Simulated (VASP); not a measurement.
# Zn4SeO3 (I-42m) in VASP: notebook

The runs below take Zn4SeO3 through single point, with PBE.

Everything below comes from runs of VASP 6.6.1. Logs are shortened: lines on timing, memory, paths and dates and some standing lists are left out, and cuts for length are marked.

## (1) The cell of the first run

Symmetry: I-42m, No. 121, tetragonal system. Conventional cell: a = 4.914 Å, b = 4.914 Å, c = 9.578 Å, α = 90.00°, β = 90.00°, γ = 90.00°. Zn (site symmetry m) has 3 O at 2.01 to 2.05 Å and 1 Se at 2.39 Å within 2.7 Å. Within 3.2 Å of Se (site symmetry -42m) lie 4 Zn at 2.39 Å. Within 2.7 Å of O (site symmetry -42m) lie 4 Zn at 2.01 Å. Within 2.7 Å of O (site symmetry -4) lie 4 Zn at 2.05 Å.

## (2) Single point, PBE

Contents of INCAR:

```
SYSTEM = Zn4SeO3
ALGO = Normal
EDIFF = 1E-7
ENCUT = 520
GGA = PE
ISIF = 2
ISMEAR = 0
LASPH = .TRUE.
LCHARG = .FALSE.
LREAL = .FALSE.
LWAVE = .FALSE.
NBANDS = 46
NELM = 80
PREC = Accurate
SIGMA = 0.15
```

Contents of KPOINTS:

```
k-points
0
G
  4 4 4
  0 0 0
```

Contents of POSCAR:

```
Zn4SeO3
1.0
   -2.4571371835      2.4571371835      4.7892469198
    2.4571371835     -2.4571371835      4.7892469198
    2.4571371835      2.4571371835     -4.7892469198
Zn Se O
4 1 3
Direct
    0.1442268200      0.1442268200      0.5686481639
    0.5755786561      0.5755786561      0.4313518361
    0.4244213439      0.8557731800      0.0000000000
    0.8557731800      0.4244213439      0.0000000000
    0.0000000000      0.0000000000      0.0000000000
    0.5000000000      0.5000000000      0.0000000000
    0.2500000000      0.7500000000      0.5000000000
    0.7500000000      0.2500000000      0.5000000000
```

Potentials or basis: VASP PAW PBE potentials, release 64 (Zn, Se, O).

Started as:

```sh
cat potpaw_PBE.64/Zn/POTCAR potpaw_PBE.64/Se/POTCAR potpaw_PBE.64/O/POTCAR > POTCAR
mpirun -np 1 vasp_std > vasp.out
```

OUTCAR:

```text
SYSTEM = Zn4SeO3
   EDIFF = 1E-7
   ENCUT = 520
   GGA = PE
   ISIF = 2
   ISMEAR = 0
   LASPH = .TRUE.
   LREAL = .FALSE.
   NELM = 80
   PREC = Accurate

 ion  position               nearest neighbor table
   1  0.144  0.144  0.569-   6 2.01   7 2.05   8 2.05   5 2.39   2 3.00
   2  0.576  0.576  0.431-   6 2.01   7 2.05   8 2.05   5 2.39   1 3.00
   3  0.424  0.856  0.000-   6 2.01   8 2.05   7 2.05   5 2.39   4 3.00
   4  0.856  0.424  0.000-   6 2.01   7 2.05   8 2.05   5 2.39   3 3.00
   5  0.000  0.000  0.000-   1 2.39   3 2.39   4 2.39   2 2.39
   6  0.500  0.500  0.000-   1 2.01   2 2.01   3 2.01   4 2.01
   7  0.250  0.750  0.500-   1 2.05   2 2.05   3 2.05   4 2.05
   8  0.750  0.250  0.500-   1 2.05   2 2.05   4 2.05   3 2.05

  LATTYP: Found a body centered tetragonal cell.
 ALAT       =     4.9142743670
 C/A-ratio  =     1.9491166191

  Lattice vectors:

 A1 = (  -2.4571371835,   2.4571371835,   4.7892469198)
 A2 = (   2.4571371835,  -2.4571371835,   4.7892469198)
 A3 = (   2.4571371835,   2.4571371835,  -4.7892469198)

Analysis of symmetry for initial positions (statically):
=====================================================================
 Subroutine PRICEL returns:
 Original cell was already a primitive cell.

 Routine SETGRP: Setting up the symmetry group for a
 body centered tetragonal supercell.

 Subroutine GETGRP returns: Found  8 space group operations
 (whereof  8 operations were pure point group operations)
 out of a pool of 16 trial point group operations.

The static configuration has the point symmetry D_2d.

Analysis of symmetry for dynamics (positions and initial velocities):
=====================================================================
 Subroutine PRICEL returns:
 Original cell was already a primitive cell.

 Routine SETGRP: Setting up the symmetry group for a
 body centered tetragonal supercell.

 Subroutine GETGRP returns: Found  8 space group operations
 (whereof  8 operations were pure point group operations)
 out of a pool of 16 trial point group operations.

The dynamic configuration has the point symmetry D_2d.

 Subroutine INISYM returns: Found  8 space group operations
 (whereof  8 operations are pure point group operations),
 and found     1 'primitive' translations

----------------------------------------------------------------------------------------
[... 97 lines left out ...]
   IBRION =     -1    ionic relax: 0-MD 1-quasi-New 2-CG
   NFREE  =      0    steps in history (QN), initial steepest desc. (CG)
   ISIF   =      2    stress and relaxation
   ISYM   =      2    0-nonsym 1-usesym 2-fastsym
   POTIM  = 0.5000    time-step for ionic-motion
   TEBEG  =    0.0;   TEEND  =   0.0 temperature during run
   PSTRESS=    0.0 pullay stress
   NELECT =      72.0000    total number of electrons
   NUPDOWN=      -1.0000    fix difference up-down
   EMIN   =  10.00;   EMAX   =-10.00  energy-range for DOS
   EFERMI =   0.00;   METHOD = LEGACY
   ISMEAR =     0;   SIGMA  =   0.15  broadening in eV -4-tet -1-fermi 0-gaus
   EFERMI_NEDOS =   21; number of points for ismear=-14 and -15
   IALGO  =     38    algorithm
   IMIX   =      4    mixing-type and parameters
     AMIX     =   0.40;   BMIX     =  1.00
     AMIX_MAG =   1.60;   BMIX_MAG =  1.00
  volume/ion in A,a.u.               =      14.46        97.56
  Fermi-wavevector in a.u.,A,eV,Ry     =   1.397838  2.641532 26.585136  1.953952
  Thomas-Fermi vector in A             =   2.521055
   LORBIT       =      0    0 simple, 1 ext, 2 COOP (PROOUT), +10 PAW based schemes
   GGA     = PE    functional components
   LHFCALC =     F    Hartree Fock is set to
   AEXX    =    0.0000 exact exchange contribution
   IVDW    =     0    specifies the selected vdW correction
   LEPSILON=     F    determine dielectric tensor
   LRPA    =     F    only Hartree local field effects (RPA)
 non-spin polarized calculation
 Gauss-broadening in eV      SIGMA  =   0.15
  energy-cutoff  :      520.00
  volume of cell :      115.66
 maximum number of plane-waves:      3133
 NGX is ok and might be reduce to    48
   NGX = 21   NGY = 21   NGZ = 21

 number of electron      71.9999998 magnetization

 Free energy of the ion-electron system (eV)
  ---------------------------------------------------
  ext. energy  EPLUGINS =         0.00000000
  ---------------------------------------------------
  free energy    TOTEN  =       -31.99454522 eV

  energy without entropy =      -31.99404397  energy(sigma->0) =      -31.99429459

 E-fermi :   1.5829     XC(G=0): -10.4310

 val. band max:        1.3311875422   @ k =   0.0000   0.0000   0.0000
 cond. band min:       1.7837004057   @ k =   0.0000   0.0000   0.0000
 fundamental gap:      0.4525128635
 Fermi energy:         1.5829460060

 k-point     1 :       0.0000    0.0000    0.0000
  band No.  band energies     occupation
      1     -16.2991      2.00000
      2     -15.8043      2.00000
      3     -15.6977      2.00000
      4     -10.6718      2.00000
      5      -4.9235      2.00000
      6      -4.6152      2.00000
[... 626 lines left out ...]
     45      10.6703      0.00000
     46      10.6703      0.00000

------------------------ aborting loop because EDIFF is reached ----------------------------------------

  FORCE on cell =-STRESS in cart. coord.  units (eV):
  Direction    XX          YY          ZZ          XY          YZ          ZX
  --------------------------------------------------------------------------------------
  -------------------------------------------------------------------------------------
  Total        0.8858129      0.8858129      0.6551439      0.0000000      0.0000000      0.0000000
  in kB       12.2706214     12.2706214      9.0753061      0.0000000      0.0000000      0.0000000
  external PRESSURE =      11.2055163 kB  Pullay stress =       0.0000000 kB

 VOLUME and BASIS-vectors are now :
 -----------------------------------------------------------------------------
  energy-cutoff  :      520.00
  volume of cell :      115.66
      direct lattice vectors                 reciprocal lattice vectors
    -2.457137183  2.457137183  4.789246920     0.000000000  0.203488842  0.104400547
     2.457137183 -2.457137183  4.789246920     0.203488842  0.000000000  0.104400547
     2.457137183  2.457137183 -4.789246920     0.203488842  0.203488842  0.000000000

 POSITION                                       TOTAL-FORCE (eV/Angst)
 -----------------------------------------------------------------------------------
      1.39725      1.39725     -1.34192        -0.026191     -0.026191      0.009594
      1.05989      1.05989      3.44733         0.026191      0.026191      0.009594
      1.05989     -1.05989      6.13117         0.026191     -0.026191     -0.009594
     -1.05989      1.05989      6.13117        -0.026191      0.026191     -0.009594
      0.00000      0.00000      0.00000         0.000000     -0.000000     -0.000000
      0.00000      0.00000      4.78925         0.000000     -0.000000     -0.000000
      2.45714      0.00000      2.39462         0.000000     -0.000000     -0.000000
      0.00000      2.45714      2.39462         0.000000     -0.000000     -0.000000
 -----------------------------------------------------------------------------------
    total drift:                                0.000015      0.000015     -0.000001

  FREE ENERGIE OF THE ION-ELECTRON SYSTEM (eV)
  ---------------------------------------------------
  free  energy   TOTEN  =       -31.9945452234 eV

  energy  without entropy=      -31.9940439662  energy(sigma->0) =      -31.99429459
```

OSZICAR:

```text
N       E                     dE             d eps       ncg     rms          rms(c)
DAV:   1     0.694998450062E+03    0.69500E+03   -0.34781E+04  1196   0.213E+03
DAV:   2     0.731914759049E+02   -0.62181E+03   -0.58963E+03  1196   0.498E+02
DAV:   3    -0.319479250115E+02   -0.10514E+03   -0.10292E+03  1282   0.182E+02
DAV:   4    -0.375806469286E+02   -0.56327E+01   -0.55888E+01  1408   0.442E+01
DAV:   5    -0.376347570854E+02   -0.54110E-01   -0.54092E-01  1316   0.455E+00    0.176E+01
DAV:   6    -0.318385792486E+02    0.57962E+01   -0.18649E+01  1950   0.672E+01    0.109E+01
DAV:   7    -0.320777140096E+02   -0.23913E+00   -0.57957E+00  1270   0.171E+01    0.676E+00
DAV:   8    -0.321063916119E+02   -0.28678E-01   -0.17192E+00  1704   0.828E+00    0.259E+00
DAV:   9    -0.319845577983E+02    0.12183E+00   -0.40471E-01  1840   0.734E+00    0.437E-01
DAV:  10    -0.319946824155E+02   -0.10125E-01   -0.11289E-01  1250   0.179E+00    0.245E-01
DAV:  11    -0.319944903939E+02    0.19202E-03   -0.48273E-03  1424   0.522E-01    0.840E-02
DAV:  12    -0.319945575916E+02   -0.67198E-04   -0.64393E-04  1562   0.342E-01    0.713E-02
DAV:  13    -0.319945459525E+02    0.11639E-04   -0.37612E-04  1738   0.191E-01    0.211E-02
DAV:  14    -0.319945439585E+02    0.19940E-05   -0.59429E-05  1492   0.693E-02    0.569E-03
DAV:  15    -0.319945451542E+02   -0.11957E-05   -0.76768E-06  1346   0.176E-02    0.329E-03
DAV:  16    -0.319945452466E+02   -0.92403E-07   -0.12782E-06  1296   0.908E-03    0.175E-03
DAV:  17    -0.319945452234E+02    0.23267E-07   -0.84632E-08   858   0.500E-03
   1 F= -.31994545E+02 E0= -.31994295E+02  d E =-.501257E-03
```

stdout:

```text
POSCAR found type information on POSCAR ZnSeO
 POSCAR found :  3 types and       8 ions
 scaLAPACK will be used
 LDA part: xc-table for (Slater+PW92), standard interpolation
 POSCAR, INCAR and KPOINTS ok, starting setup
 FFT: planning ... GRIDC
 FFT: planning ... GRID_SOFT
 FFT: planning ... GRID
 WAVECAR not read
 entering main loop
```

Wall time 2.1 min (1 thread of Intel Xeon Platinum 8488C (Sapphire Rapids), shared host); peak memory 0.35 GiB.

What came out:

```yaml
Free_energy: -31.9945 eV
Pressure: 1.1 GPa
Largest_force: 0.038 eV/Å
Band_gap_on_the_k_mesh: 0.45 eV, direct
```

Forces on the atoms (eV/Å):
```
Zn  -0.026 -0.026  0.010
Zn   0.026  0.026  0.010
Zn   0.026 -0.026 -0.010
Zn  -0.026  0.026 -0.010
Se   0.000  0.000  0.000
O    0.000  0.000  0.000
O    0.000  0.000  0.000
O    0.000  0.000  0.000
```

Stress tensor (GPa, compression positive):
```
1.23 0.00 0.00
0.00 1.23 0.00
0.00 0.00 0.91
```

Caveat: the k points lie up to 0.45 Å⁻¹ apart. As with any semilocal functional, this PBE gap is likely too small.

## (3) Single point, PBE

This run uses another cell than the first one, of 14.53 Å³/atom, 1.005 times its volume.

Contents of INCAR:

```
SYSTEM = Zn4SeO3
PREC     = Accurate       ! precision mode
ENCUT    = 520            ! plane-wave cutoff, eV
EDIFF    = 1E-6           ! SCF threshold, eV
ISMEAR   = 0              ! smearing method
SIGMA    = 0.1            ! smearing width, eV
LREAL    = .False.        ! projectors in reciprocal space
LASPH    = .True.         ! aspherical terms in the spheres
NELM     = 80             ! most SCF steps
ALGO     = Normal         ! electronic algorithm
ISIF     = 2              ! what is computed and relaxed
LWAVE    = .False.        ! write WAVECAR
LCHARG   = .False.        ! write CHGCAR
GGA      = PE             ! functional
NBANDS   = 46             ! bands
```

Contents of KPOINTS:

```
Automatic mesh
0
Gamma
  4 4 4
  0 0 0
```

Contents of POSCAR:

```
Zn4SeO3
1.0
    4.9331494452      0.0000000000      0.0000000000
    0.0000000000      4.9331494452      0.0000000000
   -2.4665747226     -2.4665747226      4.7760236901
Zn Se O
4 1 3
Direct
    0.1438842481      0.1438842481      0.7197939297
    0.5759096815      0.5759096815      0.7197939297
    0.8561157519      0.4240903185      0.2802060703
    0.4240903185      0.8561157519      0.2802060703
    0.0000000000      0.0000000000      0.0000000000
    0.5000000000      0.5000000000      1.0000000000
    0.7500000000      0.2500000000      0.5000000000
    0.2500000000      0.7500000000      0.5000000000
```

Potentials or basis: VASP PAW PBE potentials, release 64 (Zn, Se, O).

Started as:

```sh
cat potpaw_PBE.64/Zn/POTCAR potpaw_PBE.64/Se/POTCAR potpaw_PBE.64/O/POTCAR > POTCAR
mpirun -np 1 vasp_std > vasp.out
```

Wall time 98 s (1 thread of Intel Xeon Platinum 8488C (Sapphire Rapids), shared host); peak memory 0.29 GiB.

It converged, with:

| Item | Value |
| --- | --- |
| Free energy | -31.9987 eV |
| Pressure | 0.6 GPa |
| Largest force | 0.019 eV/Å |
| Band gap on the k mesh | 0.46 eV, direct |

Forces on the atoms (eV/Å):
```
Zn  -0.013 -0.013  0.005
Zn   0.013  0.013  0.005
Zn   0.013 -0.013 -0.005
Zn  -0.013  0.013 -0.005
Se   0.000  0.000  0.000
O    0.000  0.000  0.000
O    0.000  0.000  0.000
O    0.000  0.000  0.000
```

Levels at points of the mesh, in eV from the valence-band top:
| k point | band 33 | band 34 | band 35 | band 36 | band 37 | band 38 | band 39 | band 40 |
| --- | --- | --- | --- | --- | --- | --- | --- | --- |
| (0.00, 0.00, 0.00) | -1.90 | 0.00 | 0.00 | 0.00 | 0.46 | 4.47 | 5.77 | 6.24 |
| (0.50, 0.00, 0.00) | -1.26 | -1.09 | -0.83 | -0.40 | 3.79 | 3.88 | 5.88 | 6.58 |
| (0.50, 0.50, 0.00) | -1.09 | -0.51 | -0.46 | -0.10 | 3.45 | 3.66 | 5.72 | 5.89 |
| (0.00, 0.00, 0.50) | -1.58 | -1.58 | -0.36 | -0.36 | 3.07 | 3.62 | 4.62 | 5.19 |
